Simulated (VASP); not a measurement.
# Rh (P6_3/mmc) in VASP: notebook, part 2 of 2

VASP 6.6.1.

### Step 3. Single point, LDA

This run uses another cell than the first one, of 14.73 Å³/atom, 1.030 times its volume.

Contents of INCAR:

```
SYSTEM = Rh
ALGO = Normal
EDIFF = 1E-6
ENCUT = 520
GGA = CA
ISIF = 2
ISMEAR = 1
LASPH = .True.
LCHARG = .False.
LREAL = .False.
LWAVE = .False.
NBANDS = 22
NELM = 100
PREC = Accurate
SIGMA = 0.1
```

Contents of KPOINTS:

```
k-points
0
Gamma
  12 12 7
  0 0 0
```

Contents of POSCAR:

```
Rh
1.0
    2.7580211646      0.0000000000      0.0000000000
   -1.3790105823      2.3885183547      0.0000000000
    0.0000000000      0.0000000000      4.4723392874
Rh
2
Direct
    0.6666666667      0.3333333333      0.7500000000
    0.3333333333      0.6666666667      0.2500000000
```

Potentials or basis: VASP PAW LDA potentials, release 64 (Rh_pv).

Command:

```sh
cat potpaw_LDA.64/Rh_pv/POTCAR > POTCAR
mpirun -np 1 vasp_std > vasp.out
```

OUTCAR:

```text
SYSTEM = Rh
   EDIFF = 1E-6
   ENCUT = 520
   GGA = CA
   ISIF = 2
   ISMEAR = 1
   LASPH = .True.
   LREAL = .False.
   NELM = 100
   PREC = Accurate

 ion  position               nearest neighbor table
   1  0.667  0.333  0.750-   2 2.75   2 2.75   2 2.75   2 2.75   2 2.75   2 2.75
   2  0.333  0.667  0.250-   1 2.75   1 2.75   1 2.75   1 2.75   1 2.75   1 2.75

  LATTYP: Found a hexagonal cell.
 ALAT       =     2.7580211646
 C/A-ratio  =     1.6215754052

  Lattice vectors:

 A1 = (   2.7580211646,   0.0000000000,   0.0000000000)
 A2 = (  -1.3790105823,   2.3885183547,   0.0000000000)
 A3 = (   0.0000000000,   0.0000000000,   4.4723392874)

Analysis of symmetry for initial positions (statically):
=====================================================================
 Subroutine PRICEL returns:
 Original cell was already a primitive cell.

 Routine SETGRP: Setting up the symmetry group for a
 hexagonal supercell.

 Subroutine GETGRP returns: Found 24 space group operations
 (whereof 12 operations were pure point group operations)
 out of a pool of 24 trial point group operations.

The static configuration has the point symmetry D_3d.
 The point group associated with its full space group is D_6h.

Analysis of symmetry for dynamics (positions and initial velocities):
=====================================================================
 Subroutine PRICEL returns:
 Original cell was already a primitive cell.

 Routine SETGRP: Setting up the symmetry group for a
 hexagonal supercell.

 Subroutine GETGRP returns: Found 24 space group operations
 (whereof 12 operations were pure point group operations)
 out of a pool of 24 trial point group operations.

The dynamic configuration has the point symmetry D_3d.
 The point group associated with its full space group is D_6h.

 Subroutine INISYM returns: Found 24 space group operations
 (whereof 12 operations are pure point group operations),
 and found     1 'primitive' translations

----------------------------------------------------------------------------------------

                                     Primitive cell

  volume of cell :      29.4619

  direct lattice vectors                    reciprocal lattice vectors
     2.758021165  0.000000000  0.000000000     0.362578798  0.209334795  0.000000000
    -1.379010582  2.388518355  0.000000000     0.000000000  0.418669590  0.000000000
     0.000000000  0.000000000  4.472339287     0.000000000  0.000000000  0.223596632

  length of vectors
     2.758021165  2.758022864  4.472339287     0.418669848  0.418669590  0.223596632

  position of ions in fractional coordinates (direct lattice)
     0.666666667  0.333333333  0.750000000
     0.333333333  0.666666667  0.250000000

  ion indices of the primitive-cell ions
   primitive index   ion index
                 1           1
                 2           2

----------------------------------------------------------------------------------------

 KPOINTS: k-points

Automatic generation of k-mesh.
 Grid dimensions read from file:
 generate k-points for:   12   12    7

 Generating k-lattice:

  Cartesian coordinates                     Fractional coordinates (reciprocal lattice)
     0.030214900  0.017444566  0.000000000     0.083333333 -0.000000000  0.000000000
     0.000000000  0.034889132  0.000000000     0.000000000  0.083333333  0.000000000
     0.000000000  0.000000000  0.031942376     0.000000000  0.000000000  0.142857143

  Length of vectors
     0.034889154  0.034889132  0.031942376

  Shift w.r.t. Gamma in fractional coordinates (k-lattice)
     0.000000000  0.000000000  0.000000000

 Subroutine IBZKPT returns following result:
 ===========================================

 Found     76 irreducible k-points:

 Following reciprocal coordinates:
            Coordinates               Weight
  0.000000  0.000000  0.000000      1.000000
  0.083333  0.000000  0.000000      6.000000
  0.166667  0.000000  0.000000      6.000000
  0.250000  0.000000  0.000000      6.000000
  0.333333 -0.000000  0.000000      6.000000
  0.416667  0.000000  0.000000      6.000000
[... 16 lines left out ...]
  0.250000  0.000000  0.142857     12.000000
  0.333333 -0.000000  0.142857     12.000000
 [... further k-points ...]
   k-points           NKPTS =     76   k-points in BZ     NKDIM =     76   number of bands    NBANDS=     22
   number of dos      NEDOS =    301   number of ions     NIONS =      2
   total plane-waves  NPLWV =  20736
   dimension x,y,z NGX =    24 NGY =   24 NGZ =   36
   dimension x,y,z NGXF=    48 NGYF=   48 NGZF=   72
   ions per type =               2
   NGX,Y,Z   is equivalent  to a cutoff of  14.47, 14.47, 13.38 a.u.
   NGXF,Y,Z  is equivalent  to a cutoff of  28.93, 28.93, 26.76 a.u.
 SYSTEM =  Rh
   PREC   = accura    normal or accurate (medium, high low for compatibility)
   ISTART =      0    job   : 0-new  1-cont  2-samecut
   ICHARG =      2    charge: 1-file 2-atom 10-const
   ISPIN  =      1    spin polarized calculation?
   LNONCOLLINEAR =      F non collinear calculations
   LSORBIT =      F    spin-orbit coupling
   LASPH  =      T    aspherical Exc in radial PAW
   ENCUT  =  520.0 eV  38.22 Ry    6.18 a.u.   5.13  5.13  8.32*2*pi/ulx,y,z
   NELM   =    100;   NELMIN=  2; NELMDL= -5     # of ELM steps
   EDIFF  = 0.1E-05   stopping-criterion for ELM
   LREAL  =      F    real-space projection
   EDIFFG = 0.1E-04   stopping-criterion for IOM
   NSW    =      0    number of steps for IOM
   IBRION =     -1    ionic relax: 0-MD 1-quasi-New 2-CG
   NFREE  =      0    steps in history (QN), initial steepest desc. (CG)
   ISIF   =      2    stress and relaxation
   ISYM   =      2    0-nonsym 1-usesym 2-fastsym
   POTIM  = 0.5000    time-step for ionic-motion
   TEBEG  =    0.0;   TEEND  =   0.0 temperature during run
   PSTRESS=    0.0 pullay stress
   NELECT =      30.0000    total number of electrons
   NUPDOWN=      -1.0000    fix difference up-down
   EMIN   =  10.00;   EMAX   =-10.00  energy-range for DOS
   EFERMI =   0.00;   METHOD = LEGACY
   ISMEAR =     1;   SIGMA  =   0.10  broadening in eV -4-tet -1-fermi 0-gaus
   EFERMI_NEDOS =   21; number of points for ismear=-14 and -15
   IALGO  =     38    algorithm
   IMIX   =      4    mixing-type and parameters
     AMIX     =   0.40;   BMIX     =  1.00
     AMIX_MAG =   1.60;   BMIX_MAG =  1.00
  volume/ion in A,a.u.               =      14.73        99.41
  Fermi-wavevector in a.u.,A,eV,Ry     =   1.647005  3.112388 36.907514  2.712626
  Thomas-Fermi vector in A             =   2.736537
   LORBIT       =      0    0 simple, 1 ext, 2 COOP (PROOUT), +10 PAW based schemes
   GGA     = CA    functional components
   LHFCALC =     F    Hartree Fock is set to
   AEXX    =    0.0000 exact exchange contribution
   IVDW    =     0    specifies the selected vdW correction
   LEPSILON=     F    determine dielectric tensor
   LRPA    =     F    only Hartree local field effects (RPA)
 non-spin polarized calculation
 Methfessel and Paxton  Order N= 1 SIGMA  =   0.10
  energy-cutoff  :      520.00
  volume of cell :       29.46
 maximum number of plane-waves:       808
 NGX is ok and might be reduce to    24
   NGX = 11   NGY = 11   NGZ = 17

 number of electron      30.0000002 magnetization

 Free energy of the ion-electron system (eV)
  ---------------------------------------------------
  ext. energy  EPLUGINS =         0.00000000
  ---------------------------------------------------
  free energy    TOTEN  =       -17.04378929 eV

  energy without entropy =      -17.04210233  energy(sigma->0) =      -17.04322697

 E-fermi :  10.5812     XC(G=0): -13.9158

 val. band max:       10.5799562939   @ k =   0.2500   0.1667   0.1429
 cond. band min:      10.5971647337   @ k =   0.2500   0.0833   0.4286
 fundamental gap:      0.0172084398
 Fermi energy:        10.5812348331

 k-point     1 :       0.0000    0.0000    0.0000
  band No.  band energies     occupation
      1     -36.1667      2.00000
      2     -35.6433      2.00000
      3     -35.6433      2.00000
      4     -35.5700      2.00000
      5     -35.5577      2.00000
      6     -35.5577      2.00000
[... 14 lines left out ...]
     21      28.5089      0.00000
     22      29.0850      0.00000

 k-point     2 :       0.0833    0.0000    0.0000
  band No.  band energies     occupation
      1     -36.1538      2.00000
      2     -35.6725      2.00000
      3     -35.6528      2.00000
      4     -35.5880      2.00000
      5     -35.5754      2.00000
      6     -35.5624      2.00000
[... 542 lines left out ...]
 k-point    24 :       0.3333   -0.0000    0.1429
  band No.  band energies     occupation
      1     -36.0340      2.00000
      2     -35.9269      2.00000
      3     -35.8928      2.00000
      4     -35.7379      2.00000
      5     -35.6558      2.00000
      6     -35.6223      2.00000
[... 14 lines left out ...]
     21      25.3581      0.00000
     22      25.7482      0.00000

 [... further k-points ...]
[... 5 lines left out ...]
  --------------------------------------------------------------------------------------
  -------------------------------------------------------------------------------------
  Total       -4.5210578     -4.5210653     -4.5559241      0.0000000      0.0000000      0.0000000
  in kB     -245.8610453   -245.8614492   -247.7571195      0.0000000      0.0000000      0.0000000
  external PRESSURE =    -246.4932046 kB  Pullay stress =       0.0000000 kB

 VOLUME and BASIS-vectors are now :
 -----------------------------------------------------------------------------
  energy-cutoff  :      520.00
  volume of cell :       29.46
      direct lattice vectors                 reciprocal lattice vectors
     2.758021165  0.000000000  0.000000000     0.362578798  0.209334795  0.000000000
    -1.379010582  2.388518355  0.000000000     0.000000000  0.418669590  0.000000000
     0.000000000  0.000000000  4.472339287     0.000000000  0.000000000  0.223596632

 POSITION                                       TOTAL-FORCE (eV/Angst)
 -----------------------------------------------------------------------------------
      1.37901      0.79617      3.35425        -0.000000      0.000000      0.000000
     -0.00000      1.59235      1.11808         0.000000     -0.000000      0.000000
 -----------------------------------------------------------------------------------
    total drift:                                0.000000     -0.000000      0.000000

  FREE ENERGIE OF THE ION-ELECTRON SYSTEM (eV)
  ---------------------------------------------------
  free  energy   TOTEN  =       -17.0437892925 eV

  energy  without entropy=      -17.0421023340  energy(sigma->0) =      -17.04322697
```

stdout:

```text
POSCAR found type information on POSCAR Rh
 POSCAR found :  1 types and       2 ions
 scaLAPACK will be used
 LDA part: xc-table for (Slater(with rela. corr.)+CA(PZ))
 , standard interpolation
 POSCAR, INCAR and KPOINTS ok, starting setup
 FFT: planning ... GRIDC
 FFT: planning ... GRID_SOFT
 FFT: planning ... GRID
 WAVECAR not read
 entering main loop
```

Wall time 60 s (1 thread of Intel Xeon 8259CL, shared host); peak memory 0.16 GiB.

Results:

| Quantity | Value |
| --- | --- |
| Free energy | -17.0438 eV |
| Pressure | -24.6 GPa |
| Band gap on the k mesh | zero (band 15 reaches 11.11 eV, above the bottom of band 16 at 8.95 eV) |

### Step 4. Single point, LDA

This run uses another cell than the first one, of 15.16 Å³/atom, 1.060 times its volume.

Contents of INCAR:

```
ALGO     = Normal         # electronic algorithm
EDIFF    = 1E-6           # SCF threshold, eV
ENCUT    = 520            # plane-wave cutoff, eV
ISIF     = 2              # what is computed and relaxed
ISMEAR   = 1              # smearing method
LASPH    = True           # aspherical terms in the spheres
LCHARG   = False          # write CHGCAR
LREAL    = False          # projectors in reciprocal space
LWAVE    = False          # write WAVECAR
NBANDS   = 22             # bands
NELM     = 80             # most SCF steps
PREC     = Accurate       # precision mode
SIGMA    = 0.1            # smearing width, eV
```

Contents of KPOINTS:

```
k-points
0
Gamma
  12 12 7
```

Contents of POSCAR:

```
Rh
1.0
    2.7845422258      0.0000000000      0.0000000000
   -1.3922711129      2.4114862863      0.0000000000
    0.0000000000      0.0000000000      4.5153451880
Rh
2
Direct
    0.6666666667      0.3333333333      0.7500000000
    0.3333333333      0.6666666667      0.2500000000
```

Command:

```sh
cat potpaw_LDA.64/Rh_pv/POTCAR > POTCAR
mpirun -np 1 vasp_std > vasp.out
```

Wall time 59 s (1 thread of Intel Xeon 8259CL, shared host); peak memory 0.16 GiB.

Results (log left out):

| Item | Value |
| --- | --- |
| Free energy | -16.8995 eV |
| Pressure | -29.3 GPa |
| Band gap on the k mesh | zero (band 15 reaches 10.59 eV, above the bottom of band 16 at 8.53 eV) |

Stress tensor (GPa, compression positive):
```
-29.16   0.00   0.00
  0.00 -29.16   0.00
  0.00   0.00 -29.57
```

Levels at points of the mesh, in eV from the Fermi level:
```csv
k point,band 12,band 13,band 14,band 15,band 16,band 17,band 18,band 19
"(0.00, 0.00, 0.00)",-2.20,-2.20,-1.66,-1.66,0.10,0.10,0.77,7.59
"(0.50, 0.00, 0.00)",-1.98,-1.89,0.35,0.50,0.60,2.72,4.61,9.52
```

### Step 5. Overview

```csv
cell,gap on the mesh (eV),pressure (GPa)
"a = 2.731, b = 2.731, c = 4.428 Å, angles 90.0, 90.0, 120.0°, 2 atoms",none,-18.9
"a = 2.758, b = 2.758, c = 4.472 Å, angles 90.0, 90.0, 120.0°, 2 atoms",none,-24.6
"a = 2.785, b = 2.785, c = 4.515 Å, angles 90.0, 90.0, 120.0°, 2 atoms",none,-29.3
```

Alike in all rows: task single point; level LDA; potentials or basis VASP PAW LDA potentials, release 64 (Rh_pv); no spin polarisation; k mesh 12 × 12 × 7; cutoff (eV) 520; smearing methfessel-paxton 0.1 eV.

Absolute energies hang on the potentials; compare differences alone.
